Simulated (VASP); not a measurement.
# Rh in VASP: notebook

Rh is run at these levels: PBE; tasks: single point.

Program: VASP 6.6.1. These are calculated values, not measurements. Logs are shortened: lines on timing, memory, paths and dates and some standing lists are left out, and cuts for length are marked.

**1. The cell of the first run**

Symmetry: I4/mmm, No. 139, tetragonal system. The conventional cell has a = 2.662 Å, b = 2.662 Å, c = 3.803 Å, α = 90.00°, β = 90.00°, γ = 90.00°. Within 3.5 Å of Rh (site symmetry 4/mmm) lie 12 Rh at 2.66 to 2.68 Å.

**2. Single point, PBE (equal xx and yy strain of -1 %)**

Input file INCAR:

```
SYSTEM = Rh
ALGO = Normal
EDIFF = 1E-6
ENCUT = 520
GGA = PE
ISIF = 2
ISMEAR = -1
LASPH = .True.
LCHARG = .False.
LREAL = .False.
LWAVE = .False.
NBANDS = 14
NELM = 80
PREC = Accurate
SIGMA = 0.08
```

Input file KPOINTS:

```
k-points
0
Gamma
  16 16 16
  0 0 0
```

Input file POSCAR:

```
Rh
1.0
    0.0000000000      1.8825345000      1.9015500000
    1.8825345000      0.0000000000      1.9015500000
    1.8825345000      1.8825345000      0.0000000000
Rh
1
Direct
    0.0000000000      0.0000000000      0.0000000000
```

Potentials or basis: VASP PAW PBE potentials, release 64 (Rh_pv).

On the command line:

```bash
> cat potpaw_PBE.64/Rh_pv/POTCAR > POTCAR
> mpirun -np 1 vasp_std > vasp.out
```

OUTCAR:

```text
SYSTEM = Rh
   EDIFF = 1E-6
   ENCUT = 520
   GGA = PE
   ISIF = 2
   ISMEAR = -1
   LASPH = .True.
   LREAL = .False.
   NELM = 80
   PREC = Accurate

 ion  position               nearest neighbor table
   1  0.000  0.000  0.000-

  LATTYP: Found a body centered tetragonal cell.
 ALAT       =     2.6623058215
 C/A-ratio  =     1.4284985479

  Lattice vectors:

 A1 = (  -1.8825345000,   0.0000000000,   1.9015500000)
 A2 = (   1.8825345000,   0.0000000000,   1.9015500000)
 A3 = (   0.0000000000,   1.8825345000,  -1.9015500000)

Analysis of symmetry for initial positions (statically):
=====================================================================
 Subroutine PRICEL returns:
 Original cell was already a primitive cell.

 Routine SETGRP: Setting up the symmetry group for a
 body centered tetragonal supercell.

 Subroutine GETGRP returns: Found 16 space group operations
 (whereof 16 operations were pure point group operations)
 out of a pool of 16 trial point group operations.

The static configuration has the point symmetry D_4h.

Analysis of symmetry for dynamics (positions and initial velocities):
=====================================================================
 Subroutine PRICEL returns:
 Original cell was already a primitive cell.

 Routine SETGRP: Setting up the symmetry group for a
 body centered tetragonal supercell.

 Subroutine GETGRP returns: Found 16 space group operations
 (whereof 16 operations were pure point group operations)
 out of a pool of 16 trial point group operations.

The dynamic configuration has the point symmetry D_4h.

 Subroutine INISYM returns: Found 16 space group operations
 (whereof 16 operations are pure point group operations),
 and found     1 'primitive' translations

----------------------------------------------------------------------------------------

                                     Primitive cell

  volume of cell :      13.4779

  direct lattice vectors                    reciprocal lattice vectors
     0.000000000  1.882534500  1.901550000    -0.265599382  0.265599382  0.262943388
     1.882534500  0.000000000  1.901550000     0.265599382 -0.265599382  0.262943388
     1.882534500  1.882534500  0.000000000     0.265599382  0.265599382 -0.262943388

  length of vectors
     2.675785594  2.675785594  2.662305822     0.458503314  0.458503314  0.458503314

  position of ions in fractional coordinates (direct lattice)
     0.000000000  0.000000000  0.000000000

  ion indices of the primitive-cell ions
   primitive index   ion index
                 1           1

----------------------------------------------------------------------------------------

 KPOINTS: k-points

Automatic generation of k-mesh.
 Grid dimensions read from file:
 generate k-points for:   16   16   16

 Generating k-lattice:

  Cartesian coordinates                     Fractional coordinates (reciprocal lattice)
    -0.016599961  0.016599961  0.016433962     0.062500000 -0.000000000  0.000000000
     0.016599961 -0.016599961  0.016433962    -0.000000000  0.062500000  0.000000000
     0.016599961  0.016599961 -0.016433962     0.000000000  0.000000000  0.062500000

  Length of vectors
     0.028656457  0.028656457  0.028656457

  Shift w.r.t. Gamma in fractional coordinates (k-lattice)
     0.000000000  0.000000000  0.000000000

 Subroutine IBZKPT returns following result:
 ===========================================

 Found    349 irreducible k-points:

 Following reciprocal coordinates:
            Coordinates               Weight
  0.000000  0.000000  0.000000      1.000000
  0.062500 -0.000000  0.000000      8.000000
  0.125000 -0.000000  0.000000      8.000000
  0.187500 -0.000000  0.000000      8.000000
  0.250000 -0.000000  0.000000      8.000000
  0.312500 -0.000000  0.000000      8.000000
[... 16 lines left out ...]
 -0.125000  0.062500  0.000000      8.000000
 -0.062500  0.062500  0.000000      4.000000
 [... further k-points ...]
   k-points           NKPTS =    349   k-points in BZ     NKDIM =    349   number of bands    NBANDS=     14
   number of dos      NEDOS =    301   number of ions     NIONS =      1
   total plane-waves  NPLWV =   8000
   dimension x,y,z NGX =    20 NGY =   20 NGZ =   20
   dimension x,y,z NGXF=    40 NGYF=   40 NGZF=   40
   ions per type =               1
   NGX,Y,Z   is equivalent  to a cutoff of  12.43, 12.43, 12.49 a.u.
   NGXF,Y,Z  is equivalent  to a cutoff of  24.85, 24.85, 24.98 a.u.
 SYSTEM =  Rh
   PREC   = accura    normal or accurate (medium, high low for compatibility)
   ISTART =      0    job   : 0-new  1-cont  2-samecut
   ICHARG =      2    charge: 1-file 2-atom 10-const
   ISPIN  =      1    spin polarized calculation?
   LNONCOLLINEAR =      F non collinear calculations
   LSORBIT =      F    spin-orbit coupling
   LASPH  =      T    aspherical Exc in radial PAW
   ENCUT  =  520.0 eV  38.22 Ry    6.18 a.u.   4.98  4.98  4.95*2*pi/ulx,y,z
   NELM   =     80;   NELMIN=  2; NELMDL= -5     # of ELM steps
   EDIFF  = 0.1E-05   stopping-criterion for ELM
   LREAL  =      F    real-space projection
   EDIFFG = 0.1E-04   stopping-criterion for IOM
   NSW    =      0    number of steps for IOM
   IBRION =     -1    ionic relax: 0-MD 1-quasi-New 2-CG
   NFREE  =      0    steps in history (QN), initial steepest desc. (CG)
   ISIF   =      2    stress and relaxation
   ISYM   =      2    0-nonsym 1-usesym 2-fastsym
   POTIM  = 0.5000    time-step for ionic-motion
   TEBEG  =    0.0;   TEEND  =   0.0 temperature during run
   PSTRESS=    0.0 pullay stress
   NELECT =      15.0000    total number of electrons
   NUPDOWN=      -1.0000    fix difference up-down
   EMIN   =  10.00;   EMAX   =-10.00  energy-range for DOS
   EFERMI =   0.00;   METHOD = LEGACY
   ISMEAR =    -1;   SIGMA  =   0.08  broadening in eV -4-tet -1-fermi 0-gaus
   EFERMI_NEDOS =   21; number of points for ismear=-14 and -15
   IALGO  =     38    algorithm
   IMIX   =      4    mixing-type and parameters
     AMIX     =   0.40;   BMIX     =  1.00
     AMIX_MAG =   1.60;   BMIX_MAG =  1.00
  volume/ion in A,a.u.               =      13.48        90.95
  Fermi-wavevector in a.u.,A,eV,Ry     =   1.696540  3.205995 39.160930  2.878247
  Thomas-Fermi vector in A             =   2.777384
   LORBIT       =      0    0 simple, 1 ext, 2 COOP (PROOUT), +10 PAW based schemes
   GGA     = PE    functional components
   LHFCALC =     F    Hartree Fock is set to
   AEXX    =    0.0000 exact exchange contribution
   IVDW    =     0    specifies the selected vdW correction
   LEPSILON=     F    determine dielectric tensor
   LRPA    =     F    only Hartree local field effects (RPA)
 non-spin polarized calculation
  energy-cutoff  :      520.00
  volume of cell :       13.48
 maximum number of plane-waves:       376
   NGX =  9   NGY =  9   NGZ =  9

 number of electron      15.0000006 magnetization

 Free energy of the ion-electron system (eV)
  ---------------------------------------------------
  ext. energy  EPLUGINS =         0.00000000
  ---------------------------------------------------
  free energy    TOTEN  =        -7.25122900 eV

  energy without entropy =       -7.22254127  energy(sigma->0) =       -7.23688514

 E-fermi :  12.2663     XC(G=0): -14.1600

 val. band max:       12.2647727303   @ k =   0.4375   0.0625   0.1250
 cond. band min:      12.2732393575   @ k =  -0.3750   0.0000   0.0625
 fundamental gap:      0.0084666272
 Fermi energy:        12.2662971576

 k-point     1 :       0.0000    0.0000    0.0000
  band No.  band energies     occupation
      1     -34.1408      2.00000
      2     -34.1354      2.00000
      3     -34.1354      2.00000
      4       4.1669      2.00000
      5       9.0272      2.00000
      6       9.1393      2.00000
      7       9.1393      2.00000
      8      11.1857      2.00000
      9      11.3214      1.99999
     10      28.2547      0.00000
     11      32.7524      0.00000
     12      33.6152      0.00000
     13      33.9352      0.00000
     14      33.9352      0.00000

 k-point     2 :       0.0625   -0.0000    0.0000
  band No.  band energies     occupation
      1     -34.1684      2.00000
      2     -34.1432      2.00000
      3     -34.1394      2.00000
      4       4.3274      2.00000
      5       9.0088      2.00000
      6       9.1487      2.00000
      7       9.2025      2.00000
      8      11.1523      2.00000
      9      11.2833      1.99999
     10      28.4917      0.00000
     11      32.7486      0.00000
     12      32.9519      0.00000
     13      33.9738      0.00000
     14      34.1738      0.00000

 k-point     3 :       0.1250   -0.0000    0.0000
  band No.  band energies     occupation
      1     -34.2559      2.00000
      2     -34.1558      2.00000
      3     -34.1505      2.00000
      4       4.7807      2.00000
      5       8.8564      2.00000
      6       9.2877      2.00000
      7       9.3615      2.00000
      8      11.0924      2.00000
      9      11.2071      2.00000
     10      29.1053      0.00000
     11      31.2596      0.00000
     12      32.7535      0.00000
     13      34.6437      0.00000
     14      34.8602      0.00000
[... 324 lines left out ...]
 k-point    23 :      -0.1250    0.0625    0.0000
  band No.  band energies     occupation
      1     -34.3093      2.00000
      2     -34.1856      2.00000
      3     -34.1498      2.00000
      4       5.1180      2.00000
      5       8.7127      2.00000
      6       9.4090      2.00000
      7       9.4743      2.00000
      8      10.9477      2.00000
      9      11.3137      1.99999
     10      29.5102      0.00000
     11      30.6345      0.00000
     12      32.7532      0.00000
     13      34.0597      0.00000
     14      35.8700      0.00000

 k-point    24 :      -0.0625    0.0625    0.0000
  band No.  band energies     occupation
      1     -34.2115      2.00000
      2     -34.1629      2.00000
      3     -34.1406      2.00000
      4       4.5895      2.00000
      5       8.9226      2.00000
      6       9.2327      2.00000
      7       9.2889      2.00000
      8      11.1207      2.00000
      9      11.2206      2.00000
     10      28.8614      0.00000
     11      32.1738      0.00000
     12      32.7554      0.00000
     13      33.7109      0.00000
     14      34.8235      0.00000

 [... further k-points ...]

------------------------ aborting loop because EDIFF is reached ----------------------------------------

  FORCE on cell =-STRESS in cart. coord.  units (eV):
  Direction    XX          YY          ZZ          XY          YZ          ZX
  --------------------------------------------------------------------------------------
  -------------------------------------------------------------------------------------
  Total        1.0930557      1.0930557      0.8754460      0.0000000     -0.0000000      0.0000000
  in kB      129.9359305    129.9359305    104.0677846      0.0000000     -0.0000000      0.0000000
  external PRESSURE =     121.3132152 kB  Pullay stress =       0.0000000 kB

 VOLUME and BASIS-vectors are now :
 -----------------------------------------------------------------------------
  energy-cutoff  :      520.00
  volume of cell :       13.48
      direct lattice vectors                 reciprocal lattice vectors
     0.000000000  1.882534500  1.901550000    -0.265599382  0.265599382  0.262943388
     1.882534500  0.000000000  1.901550000     0.265599382 -0.265599382  0.262943388
     1.882534500  1.882534500  0.000000000     0.265599382  0.265599382 -0.262943388

 POSITION                                       TOTAL-FORCE (eV/Angst)
 -----------------------------------------------------------------------------------
      0.00000      0.00000      0.00000        -0.000000      0.000000      0.000000
 -----------------------------------------------------------------------------------
    total drift:                               -0.000000     -0.000000     -0.000000

  FREE ENERGIE OF THE ION-ELECTRON SYSTEM (eV)
  ---------------------------------------------------
  free  energy   TOTEN  =        -7.2512290030 eV

  energy  without entropy=       -7.2225412685  energy(sigma->0) =       -7.23688514
```

Wall time 24 s (1 thread of AMD EPYC 9R45 (Zen 5), shared host); peak memory 0.14 GiB.

What came out:

```
Free energy : -7.2512 eV
Pressure    : 12.1 GPa
```

Levels at points of the mesh, in eV from the Fermi level:
| k point | band 3 | band 4 | band 5 | band 6 | band 7 | band 8 | band 9 | band 10 | band 11 | band 12 |
| --- | --- | --- | --- | --- | --- | --- | --- | --- | --- | --- |
| (0.00, 0.00, 0.00) | -46.40 | -8.10 | -3.24 | -3.13 | -3.13 | -1.08 | -0.94 | 15.99 | 20.49 | 21.35 |
| (0.50, 0.00, 0.00) | -46.50 | -6.28 | -3.30 | -3.19 | 0.57 | 0.63 | 0.72 | 8.86 | 15.50 | 20.49 |
| (0.50, 0.50, 0.00) | -46.68 | -6.49 | -6.11 | 0.58 | 1.03 | 1.03 | 3.15 | 12.35 | 13.57 | 13.57 |
| (0.50, 0.00, 0.50) | -46.69 | -6.50 | -6.12 | 0.57 | 0.99 | 1.08 | 3.37 | 12.64 | 13.33 | 13.45 |

Caveat: the cell differs from its parent crystal (equal xx and yy strain of -1 %).

[end of part 1 of 2]
